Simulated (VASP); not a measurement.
Wanted: the native input for a VASP 6.6.1 run.

| Property | Result |
| --- | --- |
| Task | single point |
| Functional | PBE |
| Potentials or basis | VASP PAW PBE potentials, release 64 (Cd, Se) |
| Cutoff | 520 eV |
| k mesh | 10 × 10 × 10 |
| Occupations | gaussian, width 0.05 eV |
| Spin | no spin polarisation |
| Dipole correction | no |
| Further INCAR settings | ALGO = Normal; EDIFF = 1e-07; NBANDS = 16 |

The structure of CdSe lies in POSCAR:

```
CdSe
1.0
    0.0000000000      2.9763055139      2.9763055139
    2.9763055139      0.0000000000      2.9763055139
    3.2306804251      3.2306804251     -0.2543749113
Cd Se
1 1
Direct
    0.0000000000      0.0000000000      0.0000000000
    0.7500000000      0.7500000000      0.7500000000
```

One way to write it, as run:

INCAR

```
SYSTEM = CdSe
PREC = Accurate
ENCUT = 520
EDIFF = 1E-7
ISMEAR = 0
SIGMA = 0.05
LREAL = .False.
LASPH = .True.
NELM = 100
ALGO = Normal
ISIF = 2
LWAVE = .False.
LCHARG = .True.
GGA = PE
LELF = .True.
LVHAR = .True.
NBANDS = 16
```

KPOINTS

```
regular mesh
0
Gamma
  10 10 10
  0 0 0
```

Potentials or basis: VASP PAW PBE potentials, release 64 (Cd, Se).

Launch:

```console
$ cat potpaw_PBE.64/Cd/POTCAR potpaw_PBE.64/Se/POTCAR > POTCAR
$ mpirun -np 1 vasp_std > vasp.out
```

It gave:

The pressure is 1.3 GPa. The largest force is 0.446 eV/Å and the band gap on the k mesh is 0.42 eV, direct.

It took 42 s on 1 thread of Intel(R) Xeon(R) 6975P-C (Granite Rapids) (shared host), peak memory 0.26 GiB.
